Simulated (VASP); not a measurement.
# AlCu3 (Fm-3m) in VASP: a series of runs, part 2 of 2

VASP 6.6.1. The steps go on from the part before.

## (3) Relaxation of cell and atoms, PBEsol, target pressure 5 GPa, at which the enthalpy is minimised

This run uses another cell than the first one, of 11.62 Å³/atom, 1.028 times its volume.

The input, INCAR:

```
PREC = Accurate
ENCUT = 600
EDIFF = 1E-6
ISMEAR = 0
SIGMA = 0.1
LREAL = F
LASPH = T
NELM = 100
ALGO = Normal
ISIF = 3
LWAVE = F
LCHARG = F
GGA = PS
IBRION = 2
NSW = 70
EDIFFG = -0.008
PSTRESS = 50.0
```

The input, KPOINTS:

```
regular mesh
0
Gamma
  12 12 12
```

The input, POSCAR:

```
AlCu3
1.0
    0.0000000000      2.8535882943      2.8535882943
    2.8535882943      0.0000000000      2.8535882943
    2.8535882943      2.8535882943      0.0000000000
Al Cu
1 3
Direct
    0.0000000000      0.0000000000      0.0000000000
    0.5000000000      0.5000000000      0.5000000000
    0.2500000000      0.2500000000      0.2500000000
    0.7500000000      0.7500000000      0.7500000000
```

Potentials or basis: VASP PAW PBE potentials, release 64 (Al, Cu).

Launch:

```sh
$ cat potpaw_PBE.64/Al/POTCAR potpaw_PBE.64/Cu/POTCAR > POTCAR
$ mpirun -np 1 vasp_std > vasp.out
```

Wall time 69 s (1 thread of Intel Xeon 6975P-C (Granite Rapids), shared host); peak memory 0.24 GiB.

The run converged. Its results:

| Quantity | Value |
| --- | --- |
| Free energy | -17.7097 eV |
| Relaxed volume | 11.66 Å³/atom |
| Relaxed cell | a = 4.041 Å, b = 4.041 Å, c = 4.041 Å, α = 60.00°, β = 60.00°, γ = 60.00° |
| Space group after relaxing (to 0.05 Å) | Fm-3m (No. 225) |
| Energy change on relaxing (the enthalpy is what falls) | -1.5 meV/atom |
| Ionic steps | 3 |
| Pressure after relaxing | 5.0 GPa |
| Band gap on the k mesh | zero (band 18 reaches 12.74 eV, above the bottom of band 19 at 6.80 eV) |

Step by step:
```
step  energy change (eV)  largest force (eV/Å)  pressure (GPa)  volume (Å³)
   1              0.0000                0.0000            6.06        46.47
   2             -0.0153                0.0000            3.77        46.99
   3             -0.0061                0.0000            5.00        46.65
```

Final structure:
```yaml
crystal:
  lattice:
    - [0.00000, 2.85730, 2.85730]
    - [2.85730, 0.00000, 2.85730]
    - [2.85730, 2.85730, 0.00000]
  atoms:
    - { symbol: Al, position: [0.00000, 0.00000, 0.00000] }
    - { symbol: Cu, position: [0.50000, 0.50000, 0.50000] }
    - { symbol: Cu, position: [0.25000, 0.25000, 0.25000] }
    - { symbol: Cu, position: [0.75000, 0.75000, 0.75000] }
```

Levels at points of the mesh, in eV from the Fermi level:
```
           k point  band 16  band 17  band 18  band 19  band 20  band 21
(0.00, 0.00, 0.00)    -2.54     3.80     3.80     3.80     4.28     4.28
(0.50, 0.00, 0.00)    -2.49    -2.19     2.70     2.70     3.02     3.02
(0.50, 0.50, 0.00)    -2.35    -2.24    -2.24    -2.13     2.08     2.50
```

Caveat: the cell is relaxed towards a set pressure, so the enthalpy falls and the energy may rise; the PAW data sets were made with another functional, which shifts forces and pressure a little.

## (4) Relaxation of cell and atoms, PBEsol, target pressure 2 GPa, at which the enthalpy is minimised

This run uses another cell than the first one, of 11.76 Å³/atom, 1.040 times its volume.

The input, INCAR:

```
SYSTEM = AlCu3
ALGO = Normal
EDIFF = 1E-7
EDIFFG = -0.008
ENCUT = 600
GGA = PS
IBRION = 2
ISIF = 3
ISMEAR = 0
LASPH = .True.
LCHARG = .False.
LREAL = .False.
LWAVE = .False.
NELM = 100
NSW = 70
PREC = Accurate
PSTRESS = 20.0
SIGMA = 0.1
```

The input, KPOINTS:

```
k-points
0
Gamma
  12 12 12
  0 0 0
```

The input, POSCAR:

```
AlCu3
1.0
    0.0000000000      2.8650739999      2.8650739999
    2.8650739999      0.0000000000      2.8650739999
    2.8650739999      2.8650739999      0.0000000000
Al Cu
1 3
Direct
    0.0000000000      0.0000000000      0.0000000000
    0.5000000000      0.5000000000      0.5000000000
    0.2500000000      0.2500000000      0.2500000000
    0.7500000000      0.7500000000      0.7500000000
```

Launch:

```sh
$ cat potpaw_PBE.64/Al/POTCAR potpaw_PBE.64/Cu/POTCAR > POTCAR
$ mpirun -np 1 vasp_std > vasp.out
```

It took 79 s on 1 thread of Intel Xeon 6975P-C (Granite Rapids), shared host; peak memory 0.23 GiB.

The run converged. Its results:

| Item | Value |
| --- | --- |
| Free energy | -17.7284 eV |
| Relaxed volume | 11.88 Å³/atom |
| Relaxed cell | a = 4.065 Å, b = 4.065 Å, c = 4.065 Å, α = 60.00°, β = 60.00°, γ = 60.00° |
| Space group after relaxing (to 0.05 Å) | Fm-3m (No. 225) |
| Energy change on relaxing (the enthalpy is what falls) | -2.1 meV/atom |
| Ionic steps | 3 |
| Pressure after relaxing | 2.0 GPa |
| Band gap on the k mesh | zero (band 18 reaches 12.48 eV, above the bottom of band 19 at 6.59 eV) |

Step by step:
```
step  energy change (eV)  largest force (eV/Å)  pressure (GPa)  volume (Å³)
   1              0.0000                0.0000            3.63        47.04
   2             -0.0114                0.0000            0.86        47.86
   3             -0.0083                0.0000            2.04        47.51
```

Final structure:
```xyz
4
Lattice="0.0000 2.8747 2.8747 2.8747 0.0000 2.8747 2.8747 2.8747 0.0000" Properties=species:S:1:pos:R:3 pbc="T T T"
Al    0.0000    0.0000    0.0000
Cu    2.8747    2.8747    2.8747
Cu    1.4373    1.4373    1.4373
Cu    4.3120    4.3120    4.3120
```

Levels at points of the mesh, in eV from the Fermi level:
```csv
k point,band 14,band 15,band 16,band 17,band 18,band 19,band 20,band 21,band 22
"(0.00, 0.00, 0.00)",-2.62,-2.50,-2.50,3.78,3.78,3.78,4.22,4.22,4.22
"(0.50, 0.00, 0.00)",-2.61,-2.45,-2.45,-2.16,2.70,2.70,2.98,2.98,3.72
"(0.50, 0.50, 0.00)",-2.36,-2.36,-2.31,-2.18,-2.18,-2.11,2.03,2.42,10.99
```

Caveat: the cell is relaxed towards a set pressure, so the enthalpy falls and the energy may rise; the PAW data sets were made with another functional, which shifts forces and pressure a little.

## (5) Relaxation of cell and atoms, PBEsol, target pressure -2 GPa, at which the enthalpy is minimised

This run uses another cell than the first one, of 12.22 Å³/atom, 1.081 times its volume.

The input, INCAR:

```
PREC     = Accurate       # precision mode
ENCUT    = 600            # plane-wave cutoff, eV
EDIFF    = 1E-7           # SCF threshold, eV
ISMEAR   = 0              # smearing method
SIGMA    = 0.1            # smearing width, eV
LREAL    = F              # projectors in reciprocal space
LASPH    = T              # aspherical terms in the spheres
NELM     = 60             # most SCF steps
ALGO     = Normal         # electronic algorithm
ISIF     = 3              # what is computed and relaxed
LWAVE    = F              # write WAVECAR
LCHARG   = F              # write CHGCAR
GGA      = PS             # functional
IBRION   = 2              # ionic algorithm
NSW      = 70             # ionic steps
EDIFFG   = -0.008         # ionic threshold
PSTRESS  = -20.0
```

The input, KPOINTS:

```
regular mesh
0
Gamma
  12 12 12
```

The input, POSCAR:

```
AlCu3
1.0
    0.0000000000      2.9020421835      2.9020421835
    2.9020421835      0.0000000000      2.9020421835
    2.9020421835      2.9020421835      0.0000000000
Al Cu
1 3
Direct
    0.0000000000      0.0000000000      0.0000000000
    0.5000000000      0.5000000000      0.5000000000
    0.2500000000      0.2500000000      0.2500000000
    0.7500000000      0.7500000000      0.7500000000
```

Launch:

```sh
$ cat potpaw_PBE.64/Al/POTCAR potpaw_PBE.64/Cu/POTCAR > POTCAR
$ mpirun -np 1 vasp_std > vasp.out
```

It took 1.8 min on 1 thread of Intel Xeon 6975P-C (Granite Rapids), shared host; peak memory 0.26 GiB.

It converged, with:

```yaml
Free_energy: -17.7283 eV
Relaxed_volume: 12.20 Å³/atom
Relaxed_cell: a = 4.102 Å, b = 4.102 Å, c = 4.102 Å, α = 60.00°, β = 60.00°, γ = 60.00°
Space_group_after_relaxing_to_0.05_Å: Fm-3m (No. 225)
Energy_change_on_relaxing_the_enthalpy_is_what_falls: -0.3 meV/atom
Ionic_steps: 3
Pressure_after_relaxing: -1.9 GPa
Band_gap_on_the_k_mesh: zero (band 18 reaches 12.11 eV, above the bottom of band 19 at 6.28 eV)
```

Step by step:
```
step  energy change (eV)  largest force (eV/Å)  pressure (GPa)  volume (Å³)
   1              0.0000                0.0000           -2.21        48.88
   2             -0.0015                0.0000           -1.89        48.77
   3             -0.0011                0.0000           -1.93        48.80
```

Final structure:
```
CELL_PARAMETERS angstrom
0.00000 2.90044 2.90044
2.90044 0.00000 2.90044
2.90044 2.90044 0.00000
ATOMIC_POSITIONS crystal
Al 0.00000 0.00000 0.00000
Cu 0.50000 0.50000 0.50000
Cu 0.25000 0.25000 0.25000
Cu 0.75000 0.75000 0.75000
```

Levels at points of the mesh, in eV from the Fermi level:
```csv
k point,band 14,band 15,band 16,band 17,band 18,band 19,band 20,band 21,band 22
"(0.00, 0.00, 0.00)",-2.57,-2.44,-2.44,3.75,3.75,3.75,4.12,4.12,4.12
"(0.50, 0.00, 0.00)",-2.56,-2.40,-2.40,-2.12,2.68,2.68,2.91,2.91,3.58
"(0.50, 0.50, 0.00)",-2.31,-2.31,-2.27,-2.10,-2.10,-2.08,1.96,2.30,10.84
```

Caveat: the cell is relaxed towards a set pressure, so the enthalpy falls and the energy may rise; the PAW data sets were made with another functional, which shifts forces and pressure a little.

## (6) The runs side by side

| cell | gap on the mesh (eV) | pressure (GPa) |
| --- | --- | --- |
| relaxed to 10 GPa from a = 3.999 Å, angles 60.0°, 4 atoms | none | 10.1 |
| relaxed to 5 GPa from a = 4.036 Å, angles 60.0°, 4 atoms | none | 5.0 |
| relaxed to 2 GPa from a = 4.052 Å, angles 60.0°, 4 atoms | none | 2.0 |
| relaxed to -2 GPa from a = 4.104 Å, angles 60.0°, 4 atoms | none | -1.9 |

Alike in all rows: task relaxation of cell and atoms; level PBEsol; potentials or basis VASP PAW PBE potentials, release 64 (Al, Cu); no spin polarisation; k mesh 12 × 12 × 12; cutoff (eV) 600; smearing gaussian 0.1 eV.

Caveats: the cell is relaxed towards a set pressure, so the enthalpy falls and the energy may rise; the PAW data sets were made with another functional, which shifts forces and pressure a little.

Absolute energies hang on the potentials; compare differences alone.
